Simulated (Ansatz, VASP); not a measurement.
LiH in VASP and in Ansatz

```xyz
2
Lattice="1.3787 -2.7466 0.0000 1.3787 2.7466 0.0000 0.0000 0.0000 2.6386" Properties=species:S:1:pos:R:3 pbc="T T T"
Li    1.3787    0.0000    1.3193
H     0.0000    0.0000    0.0000
```

Alike in both runs: task single point; functional PBE; k mesh 14 × 14 × 14; occupations gaussian, width 0.01 eV; no spin polarisation.

|  | VASP | Ansatz |
| --- | --- | --- |
| version | VASP 6.6.1 | Ansatz 0.2.0 |
| potentials or method | VASP PAW PBE potentials, release 64 (Li_sv, H), cutoff 520 eV | scalar-relativistic, plane waves, PAW |
| valence electrons in the cell | 4 | 4 |

|  | VASP | Ansatz | Ansatz less VASP |
| --- | --- | --- | --- |
| gap on the k mesh at the Fermi level (eV) | 0.07 | 0.07 | +0.002 |
| least direct gap on the mesh (eV) | 2.97 | 2.98 | +0.009 |

Noted on VASP's run: the cutoff is under 1.25 times that of the potentials, so the pressure is a little rough.
